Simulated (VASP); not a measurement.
# BaCa2P2 (P-3m1) in VASP: further runs, part 2 of 2

VASP 6.6.1. The steps go on from the part before.

### 5 Relaxation of cell and atoms, PBE

Contents of INCAR:

```
PREC = Accurate
ENCUT = 600
EDIFF = 1E-6
ISMEAR = 0
SIGMA = 0.1
LREAL = False
LASPH = True
NELM = 80
ALGO = Normal
ISIF = 3
LWAVE = False
LCHARG = False
GGA = PE
IBRION = 2
NSW = 90
EDIFFG = -0.04
```

Contents of KPOINTS:

```
Automatic mesh
0
Gamma
  6 6 4
```

Contents of POSCAR:

```
BaCa2P2
1.0
    4.8026016470      0.0000000000      0.0000000000
   -2.4013008235      4.1591750306      0.0000000000
    0.0000000000      0.0000000000      6.5716252316
Ba Ca P
1 2 2
Direct
    0.0000000000      0.0000000000      0.0000000000
    0.3333333333      0.6666666667      0.5744000000
    0.6666666667      0.3333333333      0.4256000000
    0.3333333333      0.6666666667      0.7663000000
    0.6666666667      0.3333333333      0.2337000000
```

Potentials or basis: VASP PAW PBE potentials, release 64 (Ba_sv, Ca_sv, P).

Command:

```console
cat potpaw_PBE.64/Ba_sv/POTCAR potpaw_PBE.64/Ca_sv/POTCAR potpaw_PBE.64/P/POTCAR > POTCAR
mpirun -np 1 vasp_std > vasp.out
```

OUTCAR:

```text
PREC = Accurate
   ENCUT = 600
   EDIFF = 1E-6
   ISMEAR = 0
   LREAL = False
   LASPH = True
   NELM = 80
   ISIF = 3
   GGA = PE
   IBRION = 2
   NSW = 90
   EDIFFG = -0.04

 ion  position               nearest neighbor table
   1  0.000  0.000  0.000-   4 3.17   5 3.17   5 3.17   4 3.17   5 3.17   4 3.17   2 3.94   3 3.94
                             2 3.94   3 3.94   3 3.94   2 3.94
   2  0.333  0.667  0.574-   4 1.26   3 2.94   3 2.94   3 2.94   1 3.94   1 3.94   1 3.94
   3  0.667  0.333  0.426-   5 1.26   2 2.94   2 2.94   2 2.94   1 3.94   1 3.94   1 3.94
   4  0.333  0.667  0.766-   2 1.26   1 3.17   1 3.17   1 3.17
   5  0.667  0.333  0.234-   3 1.26   1 3.17   1 3.17   1 3.17

 -----------------------------------------------------------------------------
|                                                                             |
|           W    W    AA    RRRRR   N    N  II  N    N   GGGG   !!!           |
|           W    W   A  A   R    R  NN   N  II  NN   N  G    G  !!!           |
[... 212 lines left out ...]
  external PRESSURE =     810.0189784 kB  Pullay stress =       0.0000000 kB
[... 1411 lines left out ...]
     23       5.1617      0.00000
     24       5.8756      0.00000

[... ionic steps 4 to 72 ...]

--------------------------------------- Ionic step       73  -------------------------------------------

 number of electron      40.0000005 magnetization

------------------------ aborting loop because EDIFF is reached ----------------------------------------
[... 73 lines left out ...]
--------------------------------------- Ionic step       75  -------------------------------------------

 number of electron      40.0000003 magnetization

 Free energy of the ion-electron system (eV)
  ---------------------------------------------------
  ext. energy  EPLUGINS =         0.00000000
  ---------------------------------------------------
  free energy    TOTEN  =       -22.23228103 eV

  energy without entropy =      -22.23228103  energy(sigma->0) =      -22.23228103

 E-fermi :   2.4130     XC(G=0):  -8.5021

 val. band max:        1.8996663339   @ k =   0.0000   0.0000   0.0000
 cond. band min:       3.3837126391   @ k =   0.5000   0.0000   0.0000
 fundamental gap:      1.4840463052
 Fermi energy:         2.4130027054
[... 678 lines left out ...]
  FREE ENERGIE OF THE ION-ELECTRON SYSTEM (eV)
  ---------------------------------------------------
  free  energy   TOTEN  =       -22.2322810274 eV

  energy  without entropy=      -22.2322810274  energy(sigma->0) =      -22.23228103

 reached required accuracy - stopping structural energy minimisation
```

OSZICAR:

```text
N       E                     dE             d eps       ncg     rms          rms(c)
DAV:   1     0.456914429901E+03    0.45691E+03   -0.21906E+04  1152   0.173E+03
DAV:   2     0.563084901942E+02   -0.40061E+03   -0.39567E+03  1344   0.434E+02
DAV:   3     0.232668886807E+02   -0.33042E+02   -0.32876E+02  1896   0.109E+02
[... 658 lines left out ...]
DAV:   3    -0.207578401425E+02    0.10089E+00   -0.37348E-01  1696   0.444E+00    0.360E-01
DAV:   4    -0.207639931949E+02   -0.61531E-02   -0.63514E-02  1776   0.110E+00    0.267E-01
DAV:   5    -0.207661623052E+02   -0.21691E-02   -0.42117E-03  1928   0.324E-01    0.162E-01
DAV:   6    -0.207670080063E+02   -0.84570E-03   -0.11134E-03  1840   0.205E-01    0.537E-02
DAV:   7    -0.207670860224E+02   -0.78016E-04   -0.45165E-04  2232   0.101E-01    0.180E-02
DAV:   8    -0.207670898209E+02   -0.37985E-05   -0.24632E-05  1544   0.367E-02    0.570E-03
DAV:
```

CONTCAR:

```text
BaCa2P2
   1.00000000000000
     4.7785971901041080   -0.0000000000000001   -0.0000000000000000
    -2.3892985950520540    4.1383865610739674    0.0000000000000003
     0.0000000000000000   -0.0000000000000005    7.8863116301826208
  Ba              Ca              P
     1     2     2
Direct
     0.0000000000000000    0.0000000000000000    0.0000000000000000
     0.3333333332999970    0.6666666667000030    0.6373993629331338
     0.6666666667000030    0.3333333332999970    0.3626006370668660
     0.3333333332999970    0.6666666667000030    0.2593355652609806
     0.6666666667000030    0.3333333332999970    0.7406644347390194

  0.00000000E+00  0.00000000E+00  0.00000000E+00
  0.00000000E+00  0.00000000E+00  0.00000000E+00
  0.00000000E+00  0.00000000E+00  0.00000000E+00
  0.00000000E+00  0.00000000E+00  0.00000000E+00
  0.00000000E+00  0.00000000E+00  0.00000000E+00
```

Wall time 53 min (1 thread of Intel Xeon 6975P-C (Granite Rapids), shared host); peak memory 0.38 GiB.

What came out:

* Free energy: -22.2323 eV
* Relaxed volume: 31.19 Å³/atom
* Relaxed cell: a = 4.779 Å, b = 4.779 Å, c = 7.886 Å, α = 90.00°, β = 90.00°, γ = 120.00°
* Space group after relaxing (to 0.1 Å): P-3m1 (No. 164)
* Pressure after relaxing: 0.0 GPa
* Largest force after relaxing: 0.006 eV/Å
* Band gap on the k mesh: 1.48 eV

Forces in eV/Å, atoms in the order of the input:
```
Ba   0.000  0.000  0.000
Ca   0.000  0.000  0.002
Ca   0.000  0.000 -0.002
P    0.000  0.000 -0.006
P    0.000  0.000  0.006
```

Final structure:
```xyz
5
Lattice="4.7786 0.0000 0.0000 -2.3893 4.1384 0.0000 0.0000 0.0000 7.8863" Properties=species:S:1:pos:R:3 pbc="T T T"
Ba    0.0000    0.0000    0.0000
Ca    0.0000    2.7589    5.0267
Ca    2.3893    1.3795    2.8596
P     0.0000    2.7589    2.0452
P     2.3893    1.3795    5.8411
```

Levels at points of the mesh, in eV from the valence-band top:
```tsv
k point	band 18	band 19	band 20	band 21	band 22	band 23
(0.00, 0.00, 0.00)	-0.22	-0.22	0.00	2.29	2.63	2.63
(0.50, 0.00, 0.00)	-0.41	-0.24	0.00	1.48	3.06	3.35
(0.00, 0.00, 0.50)	-0.61	-0.06	-0.06	3.05	3.05	3.19
(0.50, 0.00, 0.50)	-0.37	-0.18	-0.04	1.96	2.46	3.10
```

Caveat: the volume moved by over 15 % at a fixed basis, so the end points are rough; spin-orbit coupling is left out, which moves the levels of the heavy elements.

### 6 The runs side by side

```tsv
task	cell	cutoff (eV)	smearing	gap on the mesh (eV)	pressure (GPa)	largest force (eV/Å)
single point	a = 4.803, b = 4.803, c = 6.572 Å, angles 90.0, 90.0, 120.0°, 5 atoms, atomic positions A	520	gaussian 0.1 eV	none	81.0	76.93
single point	a = 4.798, b = 4.798, c = 7.775 Å, angles 90.0, 90.0, 120.0°, 5 atoms, atomic positions B	520	gaussian 0.1 eV	1.44	0.1	0.03
single point	a = 4.770, b = 4.770, c = 7.864 Å, angles 90.0, 90.0, 120.0°, 5 atoms, atomic positions C	520	gaussian 0.02 eV	1.48	0.2	0.02
relaxation of cell and atoms	relaxed from a = 4.803, b = 4.803, c = 6.572 Å, angles 90.0, 90.0, 120.0°, 5 atoms, atomic positions A	600	gaussian 0.1 eV	1.48	0.0	0.01
```

Alike in all rows: level PBE; potentials or basis VASP PAW PBE potentials, release 64 (Ba_sv, Ca_sv, P); no spin polarisation; k mesh 6 × 6 × 4.

Caveats: spin-orbit coupling is left out, which moves the levels of the heavy elements; atoms lie so close that the PAW spheres overlap strongly, which falsifies energies and pressures (at least some runs); the stress differs along the axes, from 2 to 238 GPa (at least some runs); forces of over 1 eV/Å act on the atoms, so gaps and moduli don't describe the material at rest (at least some runs); the volume moved by over 15 % at a fixed basis, so the end points are rough (at least some runs).

Absolute energies hang on the potentials; compare differences alone.

The gap in the log of VASP goes by the Fermi energy; the results here count the filled bands.